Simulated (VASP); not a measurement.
The system is Nd2CdC2.

```xyz
10
Lattice="5.2482 0.0000 0.0000 0.0000 5.2482 0.0000 0.0000 0.0000 7.4180" Properties=species:S:1:pos:R:3 pbc="T T T"
Nd    2.6241    0.0000    5.7543
Nd    0.0000    2.6241    1.6637
Nd    2.6241    0.0000    2.4135
Nd    0.0000    2.6241    5.0045
Cd    0.0000    0.0000    3.7090
Cd    2.6241    2.6241    3.7090
C     1.3121    3.9362    3.7090
C     3.9362    1.3121    3.7090
C     3.9362    3.9362    3.7090
C     1.3121    1.3121    3.7090
```

The cell was generated, and may not be a known phase.

* Program: VASP 6.6.1
* Task: relaxation of cell and atoms
* Functional: PBE
* Potentials or basis: VASP PAW PBE potentials, release 64 (Nd_3, Cd, C), 4f in core
* Cutoff: 600 eV
* k mesh: 3 × 3 × 2
* Occupations: gaussian, width 0.2 eV
* Spin: no spin polarisation

At the start: pressure 41.1 GPa; volume 20.43 Å³/atom.

How do energy, volume and symmetry change on relaxing?

Over 18 steps the energy falls by 1162.3 meV/atom and the volume is 25.70 Å³/atom (+25.8 %); space group P4/nmm (No. 129, to 0.1 Å) before, P4/mmm (No. 123, to 0.1 Å).

The path:
```csv
step,energy change (eV),largest force (eV/Å),pressure (GPa),volume (Å³)
1,0.0000,7.3964,41.06,204.32
2,-2.3038,3.1829,-11.51,394.16
3,-9.6231,2.7300,-3.49,280.18
4,-9.6537,2.6966,-2.70,276.75
5,-9.6607,2.6731,-2.13,274.46
6,-10.7836,1.9221,-1.09,266.76
7,-11.2792,1.2015,1.44,256.63
8,-11.2696,2.0428,2.77,252.62
9,-11.3015,1.3512,1.87,255.19
10,-11.3008,1.6629,2.34,253.77
11,-11.3052,1.5007,2.13,254.41
12,-11.4421,0.7063,-1.80,265.99
13,-11.4668,0.8869,-0.79,262.64
14,-11.5810,0.4305,-0.72,260.33
15,-11.6071,0.4221,-0.63,258.58
16,-11.6088,0.1789,1.14,253.55
17,-11.6189,0.1511,0.27,255.94
18,-11.6234,0.0639,0.15,256.99
```

Final structure:
```
CELL_PARAMETERS angstrom
6.27840 0.00000 0.00000
0.00000 6.27840 0.00000
0.00000 0.00000 6.51964
ATOMIC_POSITIONS crystal
Nd 0.50000 0.00000 0.71665
Nd 0.00000 0.50000 0.28335
Nd 0.50000 0.00000 0.28524
Nd 0.00000 0.50000 0.71476
Cd 0.00000 0.00000 0.50000
Cd 0.50000 0.50000 0.50000
C 0.25000 0.75000 0.50000
C 0.75000 0.25000 0.50000
C 0.75000 0.75000 0.50000
C 0.25000 0.25000 0.50000
```

Caveat: the k points lie up to 0.48 Å⁻¹ apart in the final cell, too coarse for converged energies and pressures of a metal; the volume moved by over 15 % at a fixed basis, so the end points are rough; the relaxation stopped at a loose force limit of 0.08 eV/Å, so its end isn't a converged minimum.
